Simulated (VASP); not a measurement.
Write the native input for VASP 6.6.1 that does the following.

```
Task                   : single point
Functional             : r2SCAN
Potentials or basis    : VASP PAW PBE potentials, release 64 (Pt)
Cutoff                 : 520 eV
k mesh                 : 18 × 18 × 10
Occupations            : gaussian, width 0.15 eV
Spin                   : no spin polarisation
Dipole correction      : no
Further INCAR settings : ALGO = Normal; EDIFF = 1e-06; NBANDS = 17
```

Pt:

```
Pt
1.0
     2.55362    0.00000    0.00000
    -1.27681    2.21150    0.00000
     0.00000    0.00000    4.79213
Pt
2
Cartesian
  1.2768 0.7372 3.5941
  0.0000 1.4743 1.1980
```

This cell differs from its parent crystal: strain -0.0750 x Voigt [1, 1, 0, 0, 0, 0].

These files were run (other wordings do the same):

POSCAR

```
Pt
1.0
    2.5536156946      0.0000000000      0.0000000000
   -1.2768078473      2.2114960630      0.0000000000
    0.0000000000      0.0000000000      4.7921340000
Pt
2
Direct
    0.6666666667      0.3333333333      0.7500000000
    0.3333333333      0.6666666667      0.2500000000
```

INCAR.step1

```
  ALGO = Normal
  EDIFF = 1E-4
  ENCUT = 520
  GGA = PE
  ISMEAR = 0
  LASPH = True
  LCHARG = False
  LREAL = False
  LWAVE = True
  NBANDS = 17
  NELM = 100
  PREC = Accurate
  SIGMA = 0.15
```

INCAR.step2

```
  ALGO = Normal
  EDIFF = 1E-6
  ENCUT = 520
  ISIF = 2
  ISMEAR = 0
  ISTART = 1
  LASPH = True
  LCHARG = True
  LELF = True
  LMIXTAU = True
  LREAL = False
  LVHAR = True
  LWAVE = False
  METAGGA = R2SCAN
  NBANDS = 17
  NELM = 100
  PREC = Accurate
  SIGMA = 0.15
```

KPOINTS

```
k-points
0
Gamma
  18 18 10
```

Potentials or basis: VASP PAW PBE potentials, release 64 (Pt).

The run is started by

```console
$ cat potpaw_PBE.64/Pt/POTCAR > POTCAR
$ cp INCAR.step1 INCAR
$ mpirun -np 1 vasp_std > vasp.out
$ cp INCAR.step2 INCAR
$ mpirun -np 1 vasp_std > vasp.out
```

It gave:

```json
{
 "Pressure": "57.8 GPa",
 "Band gap on the k mesh": "zero (bands 10 and 11 overlap by 2.08 eV)"
}
```

Caveat: the cell differs from its parent crystal (strain -0.0750 x Voigt [1, 1, 0, 0, 0, 0]); the cell stands under pressure; the PAW data sets were made with another functional, which shifts forces and pressure a little; spin-orbit coupling is left out, which moves the levels of the heavy elements.

Run time: 3.9 min on 1 thread of Intel(R) Xeon(R) Platinum 8488C (Sapphire Rapids), with other jobs on the host, peak memory 0.21 GiB.
